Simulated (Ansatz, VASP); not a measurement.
**One calculation of Ta, two programs**

The input INCAR:

```
SYSTEM = Ta
ALGO     = Normal         ! electronic algorithm
EDIFF    = 1E-6           ! SCF threshold, eV
ENCUT    = 520            ! plane-wave cutoff, eV
GGA      = PE             ! functional
ISIF     = 2              ! what is computed and relaxed
ISMEAR   = -1             ! smearing method
LASPH    = .TRUE.         ! aspherical terms in the spheres
LCHARG   = .TRUE.         ! write CHGCAR
LELF     = .TRUE.         ! ELF
LREAL    = .FALSE.        ! projectors in reciprocal space
LVHAR    = .TRUE.       
LWAVE    = .FALSE.        ! write WAVECAR
NBANDS   = 12             ! bands
NELM     = 100            ! most SCF steps
PREC     = Accurate       ! precision mode
SIGMA    = 0.05           ! smearing width, eV
```

File KPOINTS:

```
k-points
0
G
  16 16 16
  0 0 0
```

The input POSCAR:

```
Ta
1.0
   -1.3352110555      1.3352110555      1.3352110555
    1.3352110555     -1.3352110555      1.3352110555
    1.3352110555      1.3352110555     -1.3352110555
Ta
1
Direct
    0.0000000000      0.0000000000      0.0000000000
```

Input for Ansatz:

```yaml
crystal:
  lattice:
    - [-1.3352110555, 1.3352110555, 1.3352110555]
    - [1.3352110555, -1.3352110555, 1.3352110555]
    - [1.3352110555, 1.3352110555, -1.3352110555]
  atoms:
    - { symbol: Ta, position: [0.0, 0.0, 0.0] }
kpoints:
  mp_grid: { grid: [16, 16, 16] }
scf:
  occupations: { method: fermi_dirac, width: 0.05 }
hamiltonian:
  xc: pbe
  pseudopotentials: { kind: paw }
output:
  forces: true
  stress: true
  eigenvalues: true
  populations: true
  write_density: true
  write_potential: true
  elf: true
  volumetric_format: npy
```

Change from the starting cell: volume scaled by 0.52, PAW files.

Alike in both runs: task single point; functional PBE; k mesh 16 × 16 × 16; occupations fermi-dirac, width 0.05 eV; no spin polarisation.

|  | VASP | Ansatz |
| --- | --- | --- |
| version | VASP 6.6.1 | Ansatz 0.2.0 |
| potentials or method | VASP PAW PBE potentials, release 64 (Ta_pv) | PAW with Ansatz's default frozen-core files, scalar-relativistic |
| plane-wave cutoff (eV) | 520 | 420 |
| valence electrons in the cell | 11 | 13 |

VASP gave:

```
pressure (GPa) : 445.8
```

**Question.** What did Ansatz give for the same quantities?

**Answer.** Pressure (GPa): 435.0.

Both programs put the cell under a high pressure, so it lies far from rest at this level. VASP's potentials hold 11 valence electrons a cell and Ansatz's 13, so a difference there can come from the potentials and not from the codes.

Neither program's run includes spin-orbit coupling. Noted on VASP's run: the cell as given lies far from equilibrium.
